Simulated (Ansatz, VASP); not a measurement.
# Au: VASP beside Ansatz

The input INCAR:

```
SYSTEM = Au
PREC = Accurate ; ENCUT = 520
EDIFF = 1E-6 ; ISMEAR = 0
SIGMA = 0.15 ; LREAL = .FALSE.
LASPH = .TRUE. ; NELM = 80
ALGO = Fast ; ISIF = 2
LWAVE = .FALSE. ; LCHARG = .FALSE.
GGA = PS ; NBANDS = 30
```

File KPOINTS:

```
regular mesh
0
G
  17 17 5
  0 0 0
```

The input POSCAR:

```
Au
1.0
   -1.6572690000      1.6572690000     -1.6572690000
   -1.6572690000     -1.6572690000      1.6572690000
    0.0000000000      6.8058526953      6.8058526953
Au
4
Direct
    0.0000000000      0.0000000000      0.8522725601
    0.5000000000      0.5000000000      0.1217532229
    0.0000000000      0.0000000000      0.3652596686
    0.5000000000      0.5000000000      0.6087661143
```

Input for Ansatz:

```yaml
crystal:
  lattice:
    - [-1.657269, 1.657269, -1.657269]
    - [-1.657269, -1.657269, 1.657269]
    - [0.0, 6.8058526953, 6.8058526953]
  atoms:
    - { symbol: Au, position: [0.0, 0.0, 0.8522725601] }
    - { symbol: Au, position: [0.5, 0.5, 0.1217532229] }
    - { symbol: Au, position: [0.0, 0.0, 0.3652596686] }
    - { symbol: Au, position: [0.5, 0.5, 0.6087661143] }
basis:
  ecutwfc: 420
kpoints:
  mp_grid: { grid: [17, 17, 5] }
hamiltonian:
  xc: pbesol
scf:
  occupations: { method: gaussian, width: 0.15 }
output:
  forces: true
  stress: true
  eigenvalues: true
```

Alike in both runs: task single point; functional PBEsol; k mesh 17 × 17 × 5; occupations gaussian, width 0.15 eV; no spin polarisation.

|  | VASP | Ansatz |
| --- | --- | --- |
| version | VASP 6.6.1 | Ansatz 0.2.0 |
| potentials or method | VASP PAW PBE potentials, release 64 (Au), cutoff 520 eV | scalar-relativistic, plane waves, PAW |
| valence electrons in the cell | 44 | 76 |

|  | VASP | Ansatz | Ansatz less VASP |
| --- | --- | --- | --- |
| gap on the k mesh at the Fermi level (eV) | none | none | - |
| pressure (GPa) | -11.3 | -11.2 | +0.17 |
| traceless stress, the component that is largest in VASP (GPa) | -1.04 | -1.04 | -0.001 |
| rms of the force components (eV/Å) | 0.150 | 0.152 | +0.0017 |

VASP's potentials were made for PBE, not for PBEsol. Atom by atom the forces differ by 0.002 eV/Å (rms over components). A gap of «none» marks a metal or a gap that the smearing closes. VASP's potentials hold 44 valence electrons a cell and Ansatz's 76, so a difference there can come from the potentials and not from the codes.

Spin-orbit coupling is off throughout.
